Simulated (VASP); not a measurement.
# F (C2/m) in VASP: a series of runs

Runs on F. Level: PBEsol. Tasks: single point.

Everything below comes from runs of VASP 6.6.1. Logs are shortened: lines on timing, memory, paths and dates and some standing lists are left out, and cuts for length are marked.

**1. The cell of the first run**

The structure is monoclinic, space group C2/m (No. 12). The conventional cell has a = 6.101 Å, b = 3.496 Å, c = 7.365 Å, α = 90.00°, β = 112.50°, γ = 90.00°. F (site symmetry m) has 1 F at 1.33 Å within 1.8 Å. F (site symmetry m) has 1 F at 1.37 Å within 1.8 Å.

**2. Single point, PBEsol**

INCAR

```
PREC     = Accurate       # precision mode
ENCUT    = 520            # plane-wave cutoff, eV
EDIFF    = 1E-6           # SCF threshold, eV
ISMEAR   = 0              # smearing method
SIGMA    = 0.05           # smearing width, eV
LREAL    = False          # projectors in reciprocal space
LASPH    = True           # aspherical terms in the spheres
NELM     = 60             # most SCF steps
ALGO     = Normal         # electronic algorithm
ISIF     = 2              # what is computed and relaxed
LWAVE    = False          # write WAVECAR
LCHARG   = True           # write CHGCAR
GGA      = PS             # functional
LELF     = True           # ELF
LVHAR    = True         
NBANDS   = 22             # bands
```

KPOINTS

```
Automatic mesh
0
Gamma
  4 4 2
```

POSCAR

```
F
1.0
    3.0414923524     -1.7480498951     -0.2345861287
    3.0414923524      1.7480498951     -0.2345861287
   -2.2869699080      0.0000000000      7.0004610119
F
4
Direct
    0.0848459664      0.0848459664      0.0900077731
    0.9151540336      0.9151540336      0.9099922269
    0.5015719855      0.5015719855      0.5937195244
    0.4984280145      0.4984280145      0.4062804756
```

Potentials or basis: VASP PAW PBE potentials, release 64 (F).

Command:

```console
cat potpaw_PBE.64/F/POTCAR > POTCAR
mpirun -np 1 vasp_std > vasp.out
```

OUTCAR:

```text
PREC = Accurate
   ENCUT = 520
   EDIFF = 1E-6
   ISMEAR = 0
   LREAL = False
   LASPH = True
   NELM = 60
   ISIF = 2
   GGA = PS

 ion  position               nearest neighbor table
   1  0.085  0.085  0.090-   2 1.33
   2  0.915  0.915  0.910-   1 1.33
   3  0.502  0.502  0.594-   4 1.37
   4  0.498  0.498  0.406-   3 1.37

  LATTYP: Found a base centered monoclinic cell.
 ALAT       =     6.1010511820
 B/A-ratio  =     0.5730323654
 C/A-ratio  =     1.2070962569
 COS(beta)  =    -0.3827161857

  Lattice vectors:

 A1 = (   3.0414923524,  -1.7480498951,  -0.2345861287)
 A2 = (   3.0414923524,   1.7480498951,  -0.2345861287)
 A3 = (  -2.2869699080,   0.0000000000,   7.0004610119)

Analysis of symmetry for initial positions (statically):
=====================================================================
 Subroutine PRICEL returns:
 Original cell was already a primitive cell.

 Routine SETGRP: Setting up the symmetry group for a
 base centered monoclinic supercell.

 Subroutine GETGRP returns: Found  4 space group operations
 (whereof  4 operations were pure point group operations)
 out of a pool of  4 trial point group operations.

The static configuration has the point symmetry C_2h.

Analysis of symmetry for dynamics (positions and initial velocities):
=====================================================================
 Subroutine PRICEL returns:
 Original cell was already a primitive cell.

 Routine SETGRP: Setting up the symmetry group for a
 base centered monoclinic supercell.

 Subroutine GETGRP returns: Found  4 space group operations
 (whereof  4 operations were pure point group operations)
 out of a pool of  4 trial point group operations.

The dynamic configuration has the point symmetry C_2h.

 Subroutine INISYM returns: Found  4 space group operations
 (whereof  4 operations are pure point group operations),
 and found     1 'primitive' translations

----------------------------------------------------------------------------------------

                                     Primitive cell

  volume of cell :      72.5628

  direct lattice vectors                    reciprocal lattice vectors
     3.041492352 -1.748049895 -0.234586129     0.168642268 -0.286033025  0.055093485
[... 75 lines left out ...]
   LSORBIT =      F    spin-orbit coupling
   LASPH  =      T    aspherical Exc in radial PAW
   ENCUT  =  520.0 eV  38.22 Ry    6.18 a.u.   6.54  6.54 13.69*2*pi/ulx,y,z
   NELM   =     60;   NELMIN=  2; NELMDL= -5     # of ELM steps
   EDIFF  = 0.1E-05   stopping-criterion for ELM
   LREAL  =      F    real-space projection
   EDIFFG = 0.1E-04   stopping-criterion for IOM
   NSW    =      0    number of steps for IOM
   IBRION =     -1    ionic relax: 0-MD 1-quasi-New 2-CG
   NFREE  =      0    steps in history (QN), initial steepest desc. (CG)
   ISIF   =      2    stress and relaxation
   ISYM   =      2    0-nonsym 1-usesym 2-fastsym
   POTIM  = 0.5000    time-step for ionic-motion
   TEBEG  =    0.0;   TEEND  =   0.0 temperature during run
   PSTRESS=    0.0 pullay stress
   NELECT =      28.0000    total number of electrons
   NUPDOWN=      -1.0000    fix difference up-down
   EMIN   =  10.00;   EMAX   =-10.00  energy-range for DOS
   EFERMI =   0.00;   METHOD = LEGACY
   ISMEAR =     0;   SIGMA  =   0.05  broadening in eV -4-tet -1-fermi 0-gaus
   EFERMI_NEDOS =   21; number of points for ismear=-14 and -15
   IALGO  =     38    algorithm
   IMIX   =      4    mixing-type and parameters
     AMIX     =   0.40;   BMIX     =  1.00
     AMIX_MAG =   1.60;   BMIX_MAG =  1.00
  volume/ion in A,a.u.               =      18.14       122.42
  Fermi-wavevector in a.u.,A,eV,Ry     =   1.191853  2.252276 19.327273  1.420514
  Thomas-Fermi vector in A             =   2.327905
   LORBIT       =      0    0 simple, 1 ext, 2 COOP (PROOUT), +10 PAW based schemes
   GGA     = PS    functional components
   LHFCALC =     F    Hartree Fock is set to
   AEXX    =    0.0000 exact exchange contribution
   IVDW    =     0    specifies the selected vdW correction
   LEPSILON=     F    determine dielectric tensor
   LRPA    =     F    only Hartree local field effects (RPA)
 non-spin polarized calculation
 Gauss-broadening in eV      SIGMA  =   0.05
  energy-cutoff  :      520.00
  volume of cell :       72.56
 maximum number of plane-waves:      1980
 NGX is ok and might be reduce to    28
   NGX = 13   NGY = 13   NGZ = 27

 number of electron      28.0000001 magnetization

 Free energy of the ion-electron system (eV)
  ---------------------------------------------------
  ext. energy  EPLUGINS =         0.00000000
  ---------------------------------------------------
  free energy    TOTEN  =        -7.63371618 eV

  energy without entropy =       -7.63371618  energy(sigma->0) =       -7.63371618

 E-fermi :  -5.0714     XC(G=0):  -6.9698

 val. band max:       -5.2994053116   @ k =   0.5000   0.5000  -0.0000
 cond. band min:      -1.8977128460   @ k =   0.0000   0.0000   0.0000
 fundamental gap:      3.4016924656
 Fermi energy:        -5.0714015219

 k-point     1 :       0.0000    0.0000    0.0000
  band No.  band energies     occupation
      1     -31.6333      2.00000
      2     -31.0293      2.00000
      3     -23.8143      2.00000
      4     -23.3788      2.00000
      5     -12.4845      2.00000
      6     -11.8192      2.00000
[... 339 lines left out ...]
     21       9.4753      0.00000
     22       9.7495      0.00000

------------------------ aborting loop because EDIFF is reached ----------------------------------------

  FORCE on cell =-STRESS in cart. coord.  units (eV):
  Direction    XX          YY          ZZ          XY          YZ          ZX
  --------------------------------------------------------------------------------------
  -------------------------------------------------------------------------------------
  Total        1.0752594     -0.2297474      5.7299159      0.0000000      0.0000000      1.4600923
  in kB       23.7415894     -5.0727928    126.5158081      0.0000000      0.0000000     32.2386500
  external PRESSURE =      48.3948682 kB  Pullay stress =       0.0000000 kB

 VOLUME and BASIS-vectors are now :
 -----------------------------------------------------------------------------
  energy-cutoff  :      520.00
  volume of cell :       72.56
      direct lattice vectors                 reciprocal lattice vectors
     3.041492352 -1.748049895 -0.234586129     0.168642268 -0.286033025  0.055093485
     3.041492352  1.748049895 -0.234586129     0.168642268  0.286033025  0.055093485
    -2.286969908  0.000000000  7.000461012     0.011302438  0.000000000  0.146540111

 POSITION                                       TOTAL-FORCE (eV/Angst)
 -----------------------------------------------------------------------------------
      0.31027      0.00000      0.59029         1.715395      0.000000      3.283931
      3.48574      0.00000      5.94100        -1.715395      0.000000     -3.283931
      1.69324      0.00000      3.92099        -0.481696      0.000000      1.490736
      2.10278      0.00000      2.61030         0.481696      0.000000     -1.490736
 -----------------------------------------------------------------------------------
    total drift:                                0.000000      0.000000     -0.000000

  FREE ENERGIE OF THE ION-ELECTRON SYSTEM (eV)
  ---------------------------------------------------
  free  energy   TOTEN  =        -7.6337161767 eV

  energy  without entropy=       -7.6337161767  energy(sigma->0) =       -7.63371618
```

stdout:

```text
POSCAR found type information on POSCAR F
 POSCAR found :  1 types and       4 ions
 scaLAPACK will be used
 -----------------------------------------------------------------------------
|                                                                             |
|                                                                             |
|     You enforced a specific xc type in the INCAR file but a different       |
|     I HOPE YOU KNOW WHAT YOU ARE DOING!                                     |
|                                                                             |
 -----------------------------------------------------------------------------

 LDA part: xc-table for (Slater+PW92), standard interpolation
 POSCAR, INCAR and KPOINTS ok, starting setup
 FFT: planning ... GRIDC
 FFT: planning ... GRID_SOFT
 FFT: planning ... GRID
 WAVECAR not read
 entering main loop
```

Wall time 10 s (1 thread of Intel Xeon Platinum 8559C (Emerald Rapids), shared host); peak memory 0.19 GiB.

Results:

```yaml
Free_energy: -7.6337 eV
Pressure: 4.8 GPa
Largest_force: 3.705 eV/Å
Band_gap_on_the_k_mesh: 3.40 eV, indirect (least direct gap 3.47 eV)
```

Forces on the atoms (eV/Å):
```
F    1.715  0.000  3.284
F   -1.715  0.000 -3.284
F   -0.482  0.000  1.491
F    0.482  0.000 -1.491
```

Levels at points of the mesh, in eV from the valence-band top:
```csv
k point,band 12,band 13,band 14,band 15,band 16,band 17
"(0.00, 0.00, 0.00)",-0.28,-0.14,-0.07,3.40,4.60,8.46
"(0.50, 0.00, 0.00)",-0.40,-0.29,-0.16,3.67,4.51,12.43
"(0.50, 0.50, 0.00)",-0.36,-0.18,0.00,3.63,4.48,12.70
"(0.00, 0.00, 0.50)",-0.28,-0.18,-0.07,3.56,4.38,9.35
"(0.50, 0.00, 0.50)",-0.41,-0.23,-0.08,3.60,4.56,12.32
"(0.50, 0.50, 0.50)",-0.29,-0.23,-0.07,3.66,4.50,12.36
```

Caveat: the k points lie up to 0.53 Å⁻¹ apart; the PAW data sets were made with another functional, which shifts forces and pressure a little.

**3. Single point, PBEsol**

This run uses another cell than the first one, of 16.53 Å³/atom, 0.911 times its volume.

INCAR

```
PREC = Accurate
ENCUT = 520
EDIFF = 1E-6
ISMEAR = 0
SIGMA = 0.05
LREAL = F
LASPH = T
NELM = 60
ALGO = Normal
ISIF = 2
LWAVE = F
LCHARG = F
GGA = PS
NBANDS = 22
```

KPOINTS is that of step 2.

POSCAR

```
F
1.0
    2.9484629692     -1.6945827202     -0.2274109001
    2.9484629692      1.6945827202     -0.2274109001
   -2.2170189184      0.0000000000      6.7863396219
F
4
Direct
    0.0848459664      0.0848459664      0.1059920108
    0.9151540336      0.9151540336      0.8940079892
    0.5015719855      0.5015719855      0.5937195244
    0.4984280145      0.4984280145      0.4062804756
```

Potentials or basis: VASP PAW PBE potentials, release 64 (F).

Command:

```console
cat potpaw_PBE.64/F/POTCAR > POTCAR
mpirun -np 1 vasp_std > vasp.out
```

It took 37 s on 1 thread of Intel Xeon 6975P-C, shared host; peak memory 0.18 GiB.

Results (log left out):

| Item | Value |
| --- | --- |
| Free energy | -7.6178 eV |
| Pressure | 2.2 GPa |
| Largest force | 3.767 eV/Å |
| Band gap on the k mesh | 2.42 eV, indirect (least direct gap 2.54 eV) |

Forces on the atoms (eV/Å):
```
F   -0.418  0.000 -1.253
F    0.418  0.000  1.253
F   -1.099  0.000  3.603
F    1.099  0.000 -3.603
```

Stress tensor (GPa, compression positive):
```
 0.05  0.00 -4.96
 0.00 -0.39  0.00
-4.96  0.00  7.09
```

Levels at points of the mesh, in eV from the valence-band top:
| k point | band 11 | band 12 | band 13 | band 14 | band 15 | band 16 | band 17 | band 18 |
| --- | --- | --- | --- | --- | --- | --- | --- | --- |
| (0.00, 0.00, 0.00) | -0.48 | -0.28 | -0.12 | -0.12 | 2.42 | 4.47 | 8.83 | 11.23 |
| (0.50, 0.00, 0.00) | -0.59 | -0.42 | -0.37 | -0.29 | 2.64 | 4.46 | 12.96 | 13.26 |
| (0.50, 0.50, 0.00) | -0.58 | -0.45 | -0.22 | 0.00 | 2.58 | 4.43 | 13.09 | 13.56 |
| (0.00, 0.00, 0.50) | -0.34 | -0.30 | -0.27 | -0.13 | 2.53 | 4.32 | 9.64 | 9.87 |
| (0.50, 0.00, 0.50) | -0.71 | -0.52 | -0.25 | -0.08 | 2.58 | 4.47 | 12.98 | 13.85 |
| (0.50, 0.50, 0.50) | -0.56 | -0.43 | -0.30 | -0.13 | 2.65 | 4.45 | 12.89 | 13.12 |

Caveat: the k points lie up to 0.55 Å⁻¹ apart; the PAW data sets were made with another functional, which shifts forces and pressure a little. Expect the measured gap to be larger: semilocal functionals such as PBEsol lack the derivative discontinuity.

**4. Single point, PBEsol**

This run uses another cell than the first one, of 16.53 Å³/atom, 0.911 times its volume.

INCAR

```
SYSTEM = F
PREC = Accurate
ENCUT = 520
EDIFF = 1E-6
ISMEAR = 0
SIGMA = 0.05
LREAL = .FALSE.
LASPH = .TRUE.
NELM = 100
ALGO = Normal
ISIF = 2
LWAVE = .FALSE.
LCHARG = .TRUE.
GGA = PS
LELF = .TRUE.
LVHAR = .TRUE.
NBANDS = 22
```

KPOINTS

```
regular mesh
0
G
  4 4 2
  0 0 0
```

Edit POSCAR of step 3 so:

```diff
@@ -8,4 +8,4 @@
 Direct
-    0.0848459664      0.0848459664      0.1059920108
-    0.9151540336      0.9151540336      0.8940079892
+    0.0848459664      0.0848459664      0.0740235354
+    0.9151540336      0.9151540336      0.9259764646
     0.5015719855      0.5015719855      0.5937195244
```

Command:

```console
cat potpaw_PBE.64/F/POTCAR > POTCAR
mpirun -np 1 vasp_std > vasp.out
```

It took 42 s on 1 thread of Intel Xeon 6975P-C, shared host; peak memory 0.18 GiB.

Results (log left out):

* Free energy: -5.2210 eV
* Pressure: 26.5 GPa
* Largest force: 24.512 eV/Å
* Band gap on the k mesh: 3.31 eV, indirect (least direct gap 3.40 eV)

Forces on the atoms (eV/Å):
```
F    14.332   0.000  19.885
F   -14.332   0.000 -19.885
F    -1.177   0.000   3.581
F     1.177   0.000  -3.581
```

Stress tensor (GPa, compression positive):
```
24.27  0.00 29.10
 0.00 -0.47  0.00
29.10  0.00 55.84
```

Levels at points of the mesh, in eV from the valence-band top:
```tsv
k point	band 12	band 13	band 14	band 15	band 16	band 17
(0.00, 0.00, 0.00)	-1.08	-0.31	-0.09	3.31	7.56	8.26
(0.50, 0.00, 0.00)	-1.21	-0.36	-0.14	3.48	8.55	11.61
(0.50, 0.50, 0.00)	-1.11	-0.10	0.00	3.43	8.41	11.82
(0.00, 0.00, 0.50)	-1.08	-0.31	-0.09	3.32	7.37	8.56
(0.50, 0.00, 0.50)	-1.19	-0.35	-0.10	3.44	8.62	11.36
(0.50, 0.50, 0.50)	-1.09	-0.14	-0.02	3.46	8.43	11.67
```

Caveat: the k points lie up to 0.55 Å⁻¹ apart; the standard files for N, O and F lose accuracy on very short bonds; the PAW data sets were made with another functional, which shifts forces and pressure a little.
